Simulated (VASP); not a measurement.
# GaP4 (P-43m) in VASP: notebook

GaP4 is run at these levels: PBE; tasks: single point, relaxation of cell and atoms.

Program: VASP 6.6.1. These are calculated values, not measurements. Logs are shortened: lines on timing, memory, paths and dates and some standing lists are left out, and cuts for length are marked.

## (1) The cell of the first run

The structure is cubic, space group P-43m (No. 215). The conventional cell has a = 4.947 Å, b = 4.947 Å, c = 4.947 Å, α = 90.00°, β = 90.00°, γ = 90.00°. Within 2.8 Å of Ga (site symmetry -43m) lie 4 P at 2.09 Å. P (site symmetry 3m) has 1 Ga at 2.09 Å within 2.8 Å.

The cell was generated, and may not be a known phase.

## (2) Single point, PBE

File INCAR:

```
SYSTEM = GaP4
ALGO     = Normal         ! electronic algorithm
EDIFF    = 1E-6           ! SCF threshold, eV
ENCUT    = 520            ! plane-wave cutoff, eV
GGA      = PE             ! functional
ISIF     = 2              ! what is computed and relaxed
ISMEAR   = 0              ! smearing method
LASPH    = .True.         ! aspherical terms in the spheres
LCHARG   = .False.        ! write CHGCAR
LREAL    = .False.        ! projectors in reciprocal space
LWAVE    = .False.        ! write WAVECAR
NBANDS   = 24             ! bands
NELM     = 80             ! most SCF steps
PREC     = Accurate       ! precision mode
SIGMA    = 0.1            ! smearing width, eV
```

File KPOINTS:

```
k-points
0
Gamma
  4 4 4
  0 0 0
```

File POSCAR:

```
GaP4
1.0
    4.9474127600      0.0000000000      0.0000000000
    0.0000000000      4.9474127600      0.0000000000
    0.0000000000      0.0000000000      4.9474127600
Ga P
1 4
Direct
    0.0000000000      0.0000000000      0.0000000000
    0.2437810800      0.7562189200      0.7562189200
    0.7562189200      0.2437810800      0.7562189200
    0.7562189200      0.7562189200      0.2437810800
    0.2437810800      0.2437810800      0.2437810800
```

Potentials or basis: VASP PAW PBE potentials, release 64 (Ga_d, P).

On the command line:

```sh
cat potpaw_PBE.64/Ga_d/POTCAR potpaw_PBE.64/P/POTCAR > POTCAR
mpirun -np 1 vasp_std > vasp.out
```

OUTCAR:

```text
SYSTEM = GaP4
   EDIFF = 1E-6
   ENCUT = 520
   GGA = PE
   ISIF = 2
   ISMEAR = 0
   LASPH = .True.
   LREAL = .False.
   NELM = 80
   PREC = Accurate

 ion  position               nearest neighbor table
   1  0.000  0.000  0.000-   2 2.09   3 2.09   4 2.09   5 2.09
   2  0.244  0.756  0.756-   1 2.09
   3  0.756  0.244  0.756-   1 2.09
   4  0.756  0.756  0.244-   1 2.09
   5  0.244  0.244  0.244-   1 2.09

  LATTYP: Found a simple cubic cell.
 ALAT       =     4.9474127600

  Lattice vectors:

 A1 = (   4.9474127600,   0.0000000000,   0.0000000000)
 A2 = (   0.0000000000,   4.9474127600,   0.0000000000)
 A3 = (   0.0000000000,   0.0000000000,   4.9474127600)

Analysis of symmetry for initial positions (statically):
=====================================================================
 Subroutine PRICEL returns:
 Original cell was already a primitive cell.

 Routine SETGRP: Setting up the symmetry group for a
 simple cubic supercell.

 Subroutine GETGRP returns: Found 24 space group operations
 (whereof 24 operations were pure point group operations)
 out of a pool of 48 trial point group operations.

The static configuration has the point symmetry T_d .

Analysis of symmetry for dynamics (positions and initial velocities):
=====================================================================
 Subroutine PRICEL returns:
 Original cell was already a primitive cell.

 Routine SETGRP: Setting up the symmetry group for a
 simple cubic supercell.

 Subroutine GETGRP returns: Found 24 space group operations
 (whereof 24 operations were pure point group operations)
 out of a pool of 48 trial point group operations.

The dynamic configuration has the point symmetry T_d .

 Subroutine INISYM returns: Found 24 space group operations
 (whereof 24 operations are pure point group operations),
 and found     1 'primitive' translations

----------------------------------------------------------------------------------------

                                     Primitive cell

  volume of cell :     121.0973

  direct lattice vectors                    reciprocal lattice vectors
     4.947412760  0.000000000  0.000000000     0.202125848  0.000000000  0.000000000
     0.000000000  4.947412760  0.000000000     0.000000000  0.202125848  0.000000000
     0.000000000  0.000000000  4.947412760     0.000000000  0.000000000  0.202125848
[... 74 lines left out ...]
   NELM   =     80;   NELMIN=  2; NELMDL= -5     # of ELM steps
   EDIFF  = 0.1E-05   stopping-criterion for ELM
   LREAL  =      F    real-space projection
   EDIFFG = 0.1E-04   stopping-criterion for IOM
   NSW    =      0    number of steps for IOM
   IBRION =     -1    ionic relax: 0-MD 1-quasi-New 2-CG
   NFREE  =      0    steps in history (QN), initial steepest desc. (CG)
   ISIF   =      2    stress and relaxation
   ISYM   =      2    0-nonsym 1-usesym 2-fastsym
   POTIM  = 0.5000    time-step for ionic-motion
   TEBEG  =    0.0;   TEEND  =   0.0 temperature during run
   PSTRESS=    0.0 pullay stress
   NELECT =      33.0000    total number of electrons
   NUPDOWN=      -1.0000    fix difference up-down
   EMIN   =  10.00;   EMAX   =-10.00  energy-range for DOS
   EFERMI =   0.00;   METHOD = LEGACY
   ISMEAR =     0;   SIGMA  =   0.10  broadening in eV -4-tet -1-fermi 0-gaus
   EFERMI_NEDOS =   21; number of points for ismear=-14 and -15
   IALGO  =     38    algorithm
   IMIX   =      4    mixing-type and parameters
     AMIX     =   0.40;   BMIX     =  1.00
     AMIX_MAG =   1.60;   BMIX_MAG =  1.00
  volume/ion in A,a.u.               =      24.22       163.44
  Fermi-wavevector in a.u.,A,eV,Ry     =   1.061373  2.005704 15.327132  1.126512
  Thomas-Fermi vector in A             =   2.196787
   LORBIT       =      0    0 simple, 1 ext, 2 COOP (PROOUT), +10 PAW based schemes
   GGA     = PE    functional components
   LHFCALC =     F    Hartree Fock is set to
   AEXX    =    0.0000 exact exchange contribution
   IVDW    =     0    specifies the selected vdW correction
   LEPSILON=     F    determine dielectric tensor
   LRPA    =     F    only Hartree local field effects (RPA)
 non-spin polarized calculation
 Gauss-broadening in eV      SIGMA  =   0.10
  energy-cutoff  :      520.00
  volume of cell :      121.10
 maximum number of plane-waves:      3294
 NGX is ok and might be reduce to    40
   NGX = 19   NGY = 19   NGZ = 19

 number of electron      32.9999984 magnetization

 Free energy of the ion-electron system (eV)
  ---------------------------------------------------
  ext. energy  EPLUGINS =         0.00000000
  ---------------------------------------------------
  free energy    TOTEN  =       -16.32174460 eV

  energy without entropy =      -16.28990643  energy(sigma->0) =      -16.30582551

 E-fermi :   3.1419     XC(G=0):  -9.0840

 val. band max:        3.0728369885   @ k =   0.5000   0.2500   0.2500
 cond. band min:       3.1784390432   @ k =   0.2500   0.2500   0.0000
 fundamental gap:      0.1056020547
 Fermi energy:         3.1419129877

 k-point     1 :       0.0000    0.0000    0.0000
  band No.  band energies     occupation
      1     -11.6845      2.00000
      2     -11.6845      2.00000
      3     -11.6845      2.00000
      4     -11.4297      2.00000
      5     -11.4297      2.00000
      6      -9.3152      2.00000
[... 259 lines left out ...]
     23       9.9371      0.00000
     24       9.9371      0.00000

------------------------ aborting loop because EDIFF is reached ----------------------------------------

  FORCE on cell =-STRESS in cart. coord.  units (eV):
  Direction    XX          YY          ZZ          XY          YZ          ZX
  --------------------------------------------------------------------------------------
  -------------------------------------------------------------------------------------
  Total        3.9630508      3.9630508      3.9630508      0.0000000     -0.0000000      0.0000000
  in kB       52.4331299     52.4331299     52.4331299      0.0000000     -0.0000000      0.0000000
  external PRESSURE =      52.4331299 kB  Pullay stress =       0.0000000 kB

 VOLUME and BASIS-vectors are now :
 -----------------------------------------------------------------------------
  energy-cutoff  :      520.00
  volume of cell :      121.10
      direct lattice vectors                 reciprocal lattice vectors
     4.947412760  0.000000000  0.000000000     0.202125848  0.000000000  0.000000000
     0.000000000  4.947412760  0.000000000     0.000000000  0.202125848  0.000000000
     0.000000000  0.000000000  4.947412760     0.000000000  0.000000000  0.202125848

 POSITION                                       TOTAL-FORCE (eV/Angst)
 -----------------------------------------------------------------------------------
      0.00000      0.00000      0.00000        -0.000000     -0.000000      0.000000
      1.20609      3.74133      3.74133         1.994650     -1.994650     -1.994650
      3.74133      1.20609      3.74133        -1.994650      1.994650     -1.994650
      3.74133      3.74133      1.20609        -1.994650     -1.994650      1.994650
      1.20609      1.20609      1.20609         1.994650      1.994650      1.994650
 -----------------------------------------------------------------------------------
    total drift:                               -0.000000     -0.000000     -0.000000

  FREE ENERGIE OF THE ION-ELECTRON SYSTEM (eV)
  ---------------------------------------------------
  free  energy   TOTEN  =       -16.3217445955 eV

  energy  without entropy=      -16.2899064274  energy(sigma->0) =      -16.30582551
```

stdout:

```text
POSCAR found type information on POSCAR GaP
 POSCAR found :  2 types and       5 ions
 scaLAPACK will be used
 LDA part: xc-table for (Slater+PW92), standard interpolation
 POSCAR, INCAR and KPOINTS ok, starting setup
 FFT: planning ... GRIDC
 FFT: planning ... GRID_SOFT
 FFT: planning ... GRID
 WAVECAR not read
 entering main loop
```

Run time: 23 s. Hardware: 1 thread of Intel Xeon Platinum 8488C (Sapphire Rapids), shared host; peak memory 0.24 GiB.

What came out:

```yaml
Free_energy: -16.3217 eV
Pressure: 5.2 GPa
Largest_force: 3.455 eV/Å
Band_gap_on_the_k_mesh: zero (an odd number of electrons rules out a gap without spin polarisation)
```

Forces in eV/Å, atoms in the order of the input:
```
Ga   0.000  0.000  0.000
P    1.995 -1.995 -1.995
P   -1.995  1.995 -1.995
P   -1.995 -1.995  1.995
P    1.995  1.995  1.995
```

Caveat: the cell stands under pressure; forces of over 1 eV/Å act on the atoms, so gaps and moduli don't describe the material at rest.

## (3) Single point, PBE

This run uses another cell than the first one, of 26.26 Å³/atom.

File INCAR:

```
SYSTEM = GaP4
PREC = Accurate ; ENCUT = 520
EDIFF = 1E-6 ; ISMEAR = 0
SIGMA = 0.1 ; LREAL = .FALSE.
LASPH = .TRUE. ; NELM = 100
ALGO = Normal ; ISIF = 2
LWAVE = .FALSE. ; LCHARG = .TRUE.
GGA = PE ; LELF = .TRUE.
LVHAR = .TRUE. ; NBANDS = 24
```

File KPOINTS:

```
Automatic mesh
0
G
  4 4 4
  0 0 0
```

File POSCAR:

```
GaP4
1.0
    5.0828462208      0.0000000000      0.0000000000
    0.0000000000      5.0828462208      0.0000000000
    0.0000000000      0.0000000000      5.0828462208
Ga P
1 4
Direct
    0.0000000000      0.0000000000      0.0000000000
    0.3442366169      0.6557633831      0.6557633831
    0.6557633831      0.3442366169      0.6557633831
    0.6557633831      0.6557633831      0.3442366169
    0.3442366169      0.3442366169      0.3442366169
```

Potentials or basis: VASP PAW PBE potentials, release 64 (Ga_d, P).

On the command line:

```sh
cat potpaw_PBE.64/Ga_d/POTCAR potpaw_PBE.64/P/POTCAR > POTCAR
mpirun -np 1 vasp_std > vasp.out
```

It took 29 s on 1 thread of Intel Xeon Platinum 8488C (Sapphire Rapids), shared host; peak memory 0.24 GiB.

Results (log left out):

```yaml
Free_energy: -22.3816 eV
Pressure: -0.2 GPa
Largest_force: 0.151 eV/Å
Band_gap_on_the_k_mesh: zero (an odd number of electrons rules out a gap without spin polarisation)
```

Forces on the atoms (eV/Å):
```
Ga   0.000  0.000  0.000
P    0.087 -0.087 -0.087
P   -0.087  0.087 -0.087
P   -0.087 -0.087  0.087
P    0.087  0.087  0.087
```

Levels at points of the mesh, in eV from the Fermi level:
```
           k point  band 12  band 13  band 14  band 15  band 16  band 17  band 18  band 19  band 20  band 21
(0.00, 0.00, 0.00)    -4.11    -3.64    -3.64    -3.64    -3.22     1.00     1.00     1.00     1.21     1.21
(0.50, 0.00, 0.00)    -4.19    -4.19    -3.90    -2.79    -2.52     0.03     1.33     1.33     1.77     1.77
(0.50, 0.50, 0.00)    -4.06    -4.06    -3.06    -2.84    -1.95    -0.86    -0.86     1.18     1.95     1.95
(0.50, 0.50, 0.50)    -5.05    -5.05    -3.06    -1.87    -1.87     1.67     1.67     1.67     2.40     2.40
```

## (4) Relaxation of cell and atoms, PBE

File INCAR:

```
PREC = Accurate ; ENCUT = 600
EDIFF = 1E-7 ; ISMEAR = 0
SIGMA = 0.1 ; LREAL = False
LASPH = True ; NELM = 100
ALGO = Normal ; ISIF = 3
LWAVE = False ; LCHARG = False
GGA = PE ; IBRION = 2
NSW = 90 ; EDIFFG = -0.04
```

File KPOINTS:

```
regular mesh
0
Gamma
  4 4 4
```

File POSCAR:

```
GaP4
1.0
    4.9474127600      0.0000000000      0.0000000000
    0.0000000000      4.9474127600      0.0000000000
    0.0000000000      0.0000000000      4.9474127600
Ga P
1 4
Direct
    0.0000000000      0.0000000000      0.0000000000
    0.2437810800      0.7562189200      0.7562189200
    0.7562189200      0.2437810800      0.7562189200
    0.7562189200      0.7562189200      0.2437810800
    0.2437810800      0.2437810800      0.2437810800
```

On the command line:

```sh
cat potpaw_PBE.64/Ga_d/POTCAR potpaw_PBE.64/P/POTCAR > POTCAR
mpirun -np 1 vasp_std > vasp.out
```

Run time: 12 min. Hardware: 1 thread of Intel Xeon Platinum 8488C (Sapphire Rapids), shared host; peak memory 0.25 GiB.

Results (log left out):

| Item | Value |
| --- | --- |
| Free energy | -22.3816 eV |
| Relaxed volume | 27.05 Å³/atom |
| Relaxed cell | a = 5.133 Å, b = 5.133 Å, c = 5.133 Å, α = 90.00°, β = 90.00°, γ = 90.00° |
| Space group after relaxing (to 0.1 Å) | P-43m (No. 215) |
| Pressure after relaxing | -0.1 GPa |
| Largest force after relaxing | 0.028 eV/Å |
| Band gap on the k mesh | zero (an odd number of electrons rules out a gap without spin polarisation) |

Forces on the atoms (eV/Å):
```
Ga   0.000  0.000  0.000
P   -0.016  0.016  0.016
P    0.016 -0.016  0.016
P    0.016  0.016 -0.016
P   -0.016 -0.016 -0.016
```

Final structure:
```
CELL_PARAMETERS angstrom
5.13325 0.00000 0.00000
0.00000 5.13325 0.00000
0.00000 0.00000 5.13325
ATOMIC_POSITIONS crystal
Ga 0.00000 0.00000 0.00000
P 0.34645 0.65355 0.65355
P 0.65355 0.34645 0.65355
P 0.65355 0.65355 0.34645
P 0.34645 0.34645 0.34645
```

Levels at points of the mesh, in eV from the Fermi level:
```csv
k point,band 13,band 14,band 15,band 16,band 17,band 18,band 19,band 20
"(0.00, 0.00, 0.00)",-3.70,-3.70,-3.70,-3.41,0.94,1.23,1.23,1.23
"(0.50, 0.00, 0.00)",-4.21,-3.90,-2.93,-2.62,0.11,1.33,1.33,1.74
"(0.50, 0.50, 0.00)",-4.09,-3.11,-2.97,-2.08,-0.83,-0.83,1.11,1.93
"(0.50, 0.50, 0.50)",-5.00,-3.29,-2.01,-2.01,1.61,1.61,1.61,2.25
```

## (5) Single point, PBE

This run uses another cell than the first one, of 26.58 Å³/atom.

File INCAR:

```
SYSTEM = GaP4
ALGO = Normal ; EDIFF = 1E-7
ENCUT = 520 ; GGA = PE
ISIF = 2 ; ISMEAR = 0
LASPH = .True. ; LCHARG = .True.
LELF = .True. ; LREAL = .False.
LVHAR = .True. ; LWAVE = .False.
NBANDS = 24 ; NELM = 100
PREC = Accurate ; SIGMA = 0.1
```

File KPOINTS:

```
k-points
0
Gamma
  8 8 8
  0 0 0
```

File POSCAR:

```
GaP4
1.0
    5.1031115229      0.0000000000      0.0000000000
    0.0000000000      5.1031115229      0.0000000000
    0.0000000000      0.0000000000      5.1031115229
Ga P
1 4
Direct
    0.0000000000      0.0000000000      0.0000000000
    0.3451346026      0.6548653974      0.6548653974
    0.6548653974      0.3451346026      0.6548653974
    0.6548653974      0.6548653974      0.3451346026
    0.3451346026      0.3451346026      0.3451346026
```

On the command line:

```sh
cat potpaw_PBE.64/Ga_d/POTCAR potpaw_PBE.64/P/POTCAR > POTCAR
mpirun -np 1 vasp_std > vasp.out
```

Run time: 92 s. Hardware: 1 thread of Intel Xeon Platinum 8488C (Sapphire Rapids), shared host; peak memory 0.28 GiB.

The run converged. Its results:

| Item | Value |
| --- | --- |
| Free energy | -22.4446 eV |
| Pressure | -0.2 GPa |
| Largest force | 0.115 eV/Å |
| Band gap on the k mesh | zero (an odd number of electrons rules out a gap without spin polarisation) |

Forces in eV/Å, atoms in the order of the input:
```
Ga   0.000  0.000  0.000
P    0.067 -0.067 -0.067
P   -0.067  0.067 -0.067
P   -0.067 -0.067  0.067
P    0.067  0.067  0.067
```

Levels at points of the mesh, in eV from the Fermi level:
| k point | band 13 | band 14 | band 15 | band 16 | band 17 | band 18 | band 19 | band 20 |
| --- | --- | --- | --- | --- | --- | --- | --- | --- |
| (0.00, 0.00, 0.00) | -3.66 | -3.66 | -3.66 | -3.29 | 0.98 | 0.98 | 0.98 | 1.22 |
| (0.50, 0.00, 0.00) | -4.19 | -3.90 | -2.84 | -2.56 | 0.06 | 1.33 | 1.33 | 1.77 |
| (0.50, 0.50, 0.00) | -4.07 | -3.08 | -2.89 | -2.00 | -0.85 | -0.85 | 1.15 | 1.94 |
| (0.50, 0.50, 0.50) | -5.03 | -3.15 | -1.92 | -1.92 | 1.65 | 1.65 | 1.65 | 2.34 |

## (6) Relaxation of cell and atoms, PBE

This run uses another cell than the first one, of 26.26 Å³/atom.

File INCAR:

```
SYSTEM = GaP4
PREC = Accurate ; ENCUT = 600
EDIFF = 1E-6 ; ISMEAR = 0
SIGMA = 0.1 ; LREAL = .False.
LASPH = .True. ; NELM = 80
ALGO = Normal ; ISIF = 3
LWAVE = .False. ; LCHARG = .False.
GGA = PE ; IBRION = 2
NSW = 100 ; EDIFFG = -0.01
```

File KPOINTS:

```
Automatic mesh
0
Gamma
  8 8 8
  0 0 0
```

File POSCAR:

```
GaP4
1.0
    5.0828462208      0.0000000000      0.0000000000
    0.0000000000      5.0828462208      0.0000000000
    0.0000000000      0.0000000000      5.0828462208
Ga P
1 4
Direct
    0.0000000000      0.0000000000      0.0000000000
    0.3442366169      0.6557633831      0.6557633831
    0.6557633831      0.3442366169      0.6557633831
    0.6557633831      0.6557633831      0.3442366169
    0.3442366169      0.3442366169      0.3442366169
```

Potentials or basis: VASP PAW PBE potentials, release 64 (Ga_d, P).

On the command line:

```sh
cat potpaw_PBE.64/Ga_d/POTCAR potpaw_PBE.64/P/POTCAR > POTCAR
mpirun -np 1 vasp_std > vasp.out
```

Run time: 4.5 min. Hardware: 1 thread of Intel Xeon Platinum 8488C (Sapphire Rapids), shared host; peak memory 0.33 GiB.

Results (log left out):

```yaml
Free_energy: -22.4457 eV
Relaxed_volume: 26.76 Å³/atom
Relaxed_cell: a = 5.115 Å, b = 5.115 Å, c = 5.115 Å, α = 90.00°, β = 90.00°, γ = 90.00°
Space_group_after_relaxing_to_0.1_Å: P-43m (No. 215)
Energy_gained_by_relaxing: 0.7 meV/atom
Ionic_steps: 6
Pressure_after_relaxing: -0.1 GPa
Largest_force_after_relaxing: 0.010 eV/Å
Band_gap_on_the_k_mesh: zero (an odd number of electrons rules out a gap without spin polarisation)
```

Forces on the atoms (eV/Å):
```
Ga   0.000  0.000  0.000
P    0.006 -0.006 -0.006
P   -0.006  0.006 -0.006
P   -0.006 -0.006  0.006
P    0.006  0.006  0.006
```

Step by step:
```
step  energy change (eV)  largest force (eV/Å)  pressure (GPa)  volume (Å³)
   1              0.0000                0.1967           -0.26       131.32
   2              0.0014                0.2179            0.79       130.52
   3             -0.0019                0.0190            0.14       130.96
   4             -0.0024                0.0181            0.15       131.32
   5             -0.0031                0.0159            0.07       132.15
   6             -0.0034                0.0098           -0.06       133.82
```

Final structure:
```cif
data_structure
_symmetry_space_group_name_H-M 'P 1'
_symmetry_Int_Tables_number 1
_cell_length_a 5.1149
_cell_length_b 5.1149
_cell_length_c 5.1149
_cell_angle_alpha 90.000
_cell_angle_beta 90.000
_cell_angle_gamma 90.000
_cell_volume 133.82
loop_
_atom_site_label
_atom_site_type_symbol
_atom_site_fract_x
_atom_site_fract_y
_atom_site_fract_z
_atom_site_occupancy
Ga1 Ga 0.00000 0.00000 0.00000 1
P1 P 0.34585 0.65415 0.65415 1
P2 P 0.65415 0.34585 0.65415 1
P3 P 0.65415 0.65415 0.34585 1
P4 P 0.34585 0.34585 0.34585 1
```

Levels at points of the mesh, in eV from the Fermi level:
| k point | band 13 | band 14 | band 15 | band 16 | band 17 | band 18 | band 19 | band 20 |
| --- | --- | --- | --- | --- | --- | --- | --- | --- |
| (0.00, 0.00, 0.00) | -3.68 | -3.68 | -3.68 | -3.35 | 0.97 | 0.97 | 0.97 | 1.23 |
| (0.50, 0.00, 0.00) | -4.20 | -3.91 | -2.88 | -2.59 | 0.09 | 1.34 | 1.34 | 1.77 |
| (0.50, 0.50, 0.00) | -4.09 | -3.09 | -2.93 | -2.04 | -0.84 | -0.84 | 1.13 | 1.95 |
| (0.50, 0.50, 0.50) | -5.02 | -3.22 | -1.97 | -1.97 | 1.64 | 1.64 | 1.64 | 2.30 |

## (7) The runs side by side

| task | cell | k mesh | cutoff (eV) | gap on the mesh (eV) | pressure (GPa) | relaxed volume (Å³/atom) | largest force (eV/Å) |
| --- | --- | --- | --- | --- | --- | --- | --- |
| single point | a = 4.947 Å, 5 atoms, atomic positions A | 4 × 4 × 4 | 520 | none | 5.2 | - | 3.45 |
| single point | a = 5.083 Å, 5 atoms, atomic positions B | 4 × 4 × 4 | 520 | none | -0.2 | - | 0.15 |
| relaxation of cell and atoms | relaxed from a = 4.947 Å, 5 atoms, atomic positions A | 4 × 4 × 4 | 600 | none | -0.1 | 27.05 | 0.03 |
| single point | a = 5.103 Å, 5 atoms, atomic positions C | 8 × 8 × 8 | 520 | none | -0.2 | - | 0.12 |
| relaxation of cell and atoms | relaxed from a = 5.083 Å, 5 atoms, atomic positions B | 8 × 8 × 8 | 600 | none | -0.1 | 26.76 | 0.01 |

Alike in all rows: level PBE; potentials or basis VASP PAW PBE potentials, release 64 (Ga_d, P); no spin polarisation; smearing gaussian 0.1 eV.

Caveats: the cell stands under pressure (at least some runs); forces of over 1 eV/Å act on the atoms, so gaps and moduli don't describe the material at rest (at least some runs).

Absolute energies hang on the potentials; compare differences alone.

The gap in the log of VASP goes by the Fermi energy; the results here count the filled bands.